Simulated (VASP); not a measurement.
# Mn (P6_3/mmc) in VASP: relaxation of shape and atoms at fixed volume with PBE

Aim: the relaxation of shape and atoms at fixed volume of Mn with PBE.

Program: VASP 6.6.1. These are calculated values, not measurements. Logs are shortened: lines on timing, memory, paths and dates and some standing lists are left out, and cuts for length are marked.

## Step 1: The cell of the first run

Symmetry: P6_3/mmc, No. 194, hexagonal system. The conventional cell has a = 2.561 Å, b = 2.561 Å, c = 4.145 Å, α = 90.00°, β = 90.00°, γ = 120.00°. Mn (site symmetry -6m2) has 12 Mn at 2.55 to 2.56 Å within 3.4 Å.

This isn't the form of Mn at room conditions, which is a 58-atom cubic cell.

## Step 2: Relaxation of shape and atoms at fixed volume, PBE (11.78 Å³/atom)

INCAR

```
  ALGO = Fast
  EDIFF = 1E-7
  EDIFFG = -0.01
  ENCUT = 600
  GGA = PE
  IBRION = 2
  ISIF = 4
  ISMEAR = 0
  LASPH = T
  LCHARG = F
  LREAL = F
  LWAVE = F
  NELM = 80
  NSW = 50
  PREC = Accurate
  SIGMA = 0.1
```

KPOINTS

```
k-points
0
Gamma
  21 21 10
```

POSCAR

```
Mn
1.0
    2.5613581070      0.0000000000      0.0000000000
   -1.2806790535      2.2182011888      0.0000000000
    0.0000000000      0.0000000000      4.1451945996
Mn
2
Direct
    0.6666666667      0.3333333333      0.7500000000
    0.3333333333      0.6666666667      0.2500000000
```

Potentials or basis: VASP PAW PBE potentials, release 64 (Mn_pv).

Started as:

```
> cat potpaw_PBE.64/Mn_pv/POTCAR > POTCAR
> mpirun -np 1 vasp_std > vasp.out
```

OUTCAR:

```text
EDIFF = 1E-7
   EDIFFG = -0.01
   ENCUT = 600
   GGA = PE
   IBRION = 2
   ISIF = 4
   ISMEAR = 0
   LASPH = T
   LREAL = F
   NELM = 80
   NSW = 50
   PREC = Accurate

 ion  position               nearest neighbor table
   1  0.667  0.333  0.750-   2 2.55   2 2.55   2 2.55   2 2.55   2 2.55   2 2.55
   2  0.333  0.667  0.250-   1 2.55   1 2.55   1 2.55   1 2.55   1 2.55   1 2.55

  LATTYP: Found a hexagonal cell.
 ALAT       =     2.5613581070
 C/A-ratio  =     1.6183580844

  Lattice vectors:

 A1 = (   2.5613581070,   0.0000000000,   0.0000000000)
 A2 = (  -1.2806790535,   2.2182011888,   0.0000000000)
 A3 = (   0.0000000000,   0.0000000000,   4.1451945996)

Analysis of symmetry for initial positions (statically):
=====================================================================
 Subroutine PRICEL returns:
 Original cell was already a primitive cell.

 Routine SETGRP: Setting up the symmetry group for a
 hexagonal supercell.

 Subroutine GETGRP returns: Found 24 space group operations
 (whereof 12 operations were pure point group operations)
 out of a pool of 24 trial point group operations.

The static configuration has the point symmetry D_3d.
 The point group associated with its full space group is D_6h.

Analysis of symmetry for dynamics (positions and initial velocities):
=====================================================================
 Subroutine PRICEL returns:
 Original cell was already a primitive cell.

 Routine SETGRP: Setting up the symmetry group for a
 hexagonal supercell.

 Subroutine GETGRP returns: Found 24 space group operations
 (whereof 12 operations were pure point group operations)
 out of a pool of 24 trial point group operations.

The dynamic configuration has the point symmetry D_3d.
 The point group associated with its full space group is D_6h.

 Subroutine INISYM returns: Found 24 space group operations
 (whereof 12 operations are pure point group operations),
 and found     1 'primitive' translations

----------------------------------------------------------------------------------------

                                     Primitive cell

  volume of cell :      23.5514

[... 146 lines left out ...]
  Total       -3.1762919     -3.1762919     -3.2118155     -0.0000000     -0.0000000      0.0000000
  in kB     -216.0801293   -216.0801293   -218.4967666     -0.0000000     -0.0000000      0.0000000
  external PRESSURE =    -216.8856751 kB  Pullay stress =       0.0000000 kB

 VOLUME and BASIS-vectors are now :
 -----------------------------------------------------------------------------
  energy-cutoff  :      600.00
  volume of cell :       23.55
      direct lattice vectors                 reciprocal lattice vectors
     2.561358107  0.000000000  0.000000000     0.390417879  0.225407868  0.000000000
    -1.280679054  2.218201189  0.000000000     0.000000000  0.450815735  0.000000000
     0.000000000  0.000000000  4.145194600     0.000000000  0.000000000  0.241243198

 POSITION                                       TOTAL-FORCE (eV/Angst)
 -----------------------------------------------------------------------------------
      1.28068      0.73940      3.10890        -0.000000     -0.000000      0.000000
     -0.00000      1.47880      1.03630         0.000000      0.000000      0.000000
 -----------------------------------------------------------------------------------
    total drift:                               -0.000000      0.000000     -0.000000

  FREE ENERGIE OF THE ION-ELECTRON SYSTEM (eV)
  ---------------------------------------------------
  free  energy   TOTEN  =       -17.7366725832 eV

  energy  without entropy=      -17.7201444913  energy(sigma->0) =      -17.72840854

--------------------------------------- Ionic step        2  -------------------------------------------

 number of electron      25.9999983 magnetization

 Free energy of the ion-electron system (eV)
  ---------------------------------------------------
  ext. energy  EPLUGINS =         0.00000000
  ---------------------------------------------------
  free energy    TOTEN  =       -17.73668372 eV

  energy without entropy =      -17.72012539  energy(sigma->0) =      -17.72840455

 E-fermi :   9.1259     XC(G=0): -13.4749

 val. band max:        9.1243348961   @ k =   0.2381   0.1429   0.5000
 cond. band min:       9.1267845987   @ k =   0.2857   0.2381   0.5000
 fundamental gap:      0.0024497026
 Fermi energy:         9.1258783233

 k-point     1 :       0.0000    0.0000    0.0000
  band No.  band energies     occupation
      1     -39.0108      2.00000
      2     -38.5253      2.00000
      3     -38.5253      2.00000
      4     -38.4462      2.00000
      5     -38.4462      2.00000
      6     -38.4379      2.00000
[... 457 lines left out ...]
      4     -38.5794      2.00000
      5     -38.4938      2.00000
      6     -38.4840      2.00000
[... 9 lines left out ...]
     16       9.8812      0.00000
     17      10.7116      0.00000

 [... further k-points ...]

------------------------ aborting loop because EDIFF is reached ----------------------------------------

  FORCE on cell =-STRESS in cart. coord.  units (eV):
  Direction    XX          YY          ZZ          XY          YZ          ZX
  --------------------------------------------------------------------------------------
  -------------------------------------------------------------------------------------
  Total       -3.1950289     -3.1950289     -3.1986102     -0.0000000      0.0000000      0.0000000
  in kB     -217.3547912   -217.3547912   -217.5984250     -0.0000000      0.0000000      0.0000000
  external PRESSURE =    -217.4360025 kB  Pullay stress =       0.0000000 kB

 VOLUME and BASIS-vectors are now :
 -----------------------------------------------------------------------------
  energy-cutoff  :      600.00
  volume of cell :       23.55
      direct lattice vectors                 reciprocal lattice vectors
     2.562089905  0.000000000  0.000000000     0.390306366  0.225343485  0.000000000
    -1.281044953  2.218834945 -0.000000000     0.000000000  0.450686971  0.000000000
     0.000000000 -0.000000000  4.142826991     0.000000000  0.000000000  0.241381067

 POSITION                                       TOTAL-FORCE (eV/Angst)
 -----------------------------------------------------------------------------------
      1.28104      0.73961      3.10712        -0.000000      0.000000      0.000000
     -0.00000      1.47922      1.03571         0.000000     -0.000000      0.000000
 -----------------------------------------------------------------------------------
    total drift:                               -0.000000      0.000000     -0.000000

  FREE ENERGIE OF THE ION-ELECTRON SYSTEM (eV)
  ---------------------------------------------------
  free  energy   TOTEN  =       -17.7366837200 eV

  energy  without entropy=      -17.7201253880  energy(sigma->0) =      -17.72840455

 reached required accuracy - stopping structural energy minimisation
```

OSZICAR:

```text
N       E                     dE             d eps       ncg     rms          rms(c)
DAV:   1     0.256974303400E+03    0.25697E+03   -0.17800E+04  9816   0.232E+03
DAV:   2    -0.106435689865E+02   -0.26762E+03   -0.26477E+03  9908   0.542E+02
[... 17 lines left out ...]
DAV:   1    -0.177368558793E+02   -0.18330E-03   -0.44453E-03 10684   0.655E-01    0.105E-01
RMM:   2    -0.177367036319E+02    0.15225E-03   -0.13142E-04 10288   0.147E-01    0.369E-02
RMM:   3    -0.177366830911E+02    0.20541E-04   -0.55244E-05  9937   0.617E-02    0.446E-03
RMM:   4    -0.177366831788E+02   -0.87671E-07   -0.81715E-06 10950   0.279E-02    0.260E-03
RMM:   5    -0.177366834905E+02   -0.31170E-06   -0.14729E-06  9899   0.132E-02    0.138E-03
RMM:   6    -0.177366837474E+02   -0.25694E-06   -0.43235E-07  7227   0.744E-03    0.528E-04
RMM:   7    -0.177366837200E+02    0.27397E-07   -0.74034E-08  5420   0.358E-03
   2 F= -.17736684E+02 E0= -.17728405E+02  d E =-.111368E-04
```

Wall time 1.9 min (1 thread of Intel Xeon Platinum 8488C (Sapphire Rapids), shared host); peak memory 0.23 GiB.

Results:

| Quantity | Value |
| --- | --- |
| Free energy | -17.7367 eV |
| Energy gained by relaxing | 0.0 meV/atom |
| Ionic steps | 2 |
| Pressure after relaxing | -21.7 GPa |
| Band gap on the k mesh | zero (bands 13 and 14 overlap by 1.89 eV) |

Final structure:
```yaml
crystal:
  lattice:
    - [2.56209, 0.00000, 0.00000]
    - [-1.28104, 2.21883, 0.00000]
    - [0.00000, 0.00000, 4.14283]
  atoms:
    - { symbol: Mn, position: [0.66667, 0.33333, 0.75000] }
    - { symbol: Mn, position: [0.33333, 0.66667, 0.25000] }
```

Levels at points of the mesh, in eV from the Fermi level:
```
           k point  band 11  band 12  band 13  band 14  band 15  band 16
(0.00, 0.00, 0.00)    -0.81    -0.41    -0.41     0.05     0.05     0.64
(0.00, 0.00, 0.50)    -0.89    -0.89    -0.89    -0.89     1.04     1.04
```

Caveat: the run has no spin polarisation, though such a crystal can be magnetic. Spin polarisation is off, so any magnetic state and its effect on volume and gap are missing.
